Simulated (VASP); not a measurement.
The system is HfC.

```
Hf C
1.0
     0.00000    2.32500    2.32500
     2.32500    0.00000    2.32500
     2.32500    2.32500    0.00000
Hf C
1 1
Direct
  0.50000 0.50000 0.50000
  0.00000 0.00000 0.00000
```

Base run:

| Item | Value |
| --- | --- |
| Program | VASP 6.6.1 |
| Functional | r2SCAN |
| Potentials or basis | VASP PAW PBE potentials, release 64 (Hf_pv, C) |
| Cutoff | 520 eV |
| k mesh | 15 × 15 × 15 |
| Occupations | fermi-dirac, width 0.05 eV |
| Spin | no spin polarisation |

Its results: band gap on the k mesh zero (bands 7 and 8 overlap by 1.48 eV); pressure -2.5 GPa.

The run is repeated on the same cell with these changes: functional from r2SCAN to PBEsol. What comes out?

Band gap on the k mesh zero (bands 7 and 8 overlap by 1.45 eV); pressure -7.0 GPa.

Caveats: the PAW data sets were made with another functional, which shifts forces and pressure a little; spin-orbit coupling is left out, which moves the levels of the heavy elements; the cell stands under tension (at least some runs).
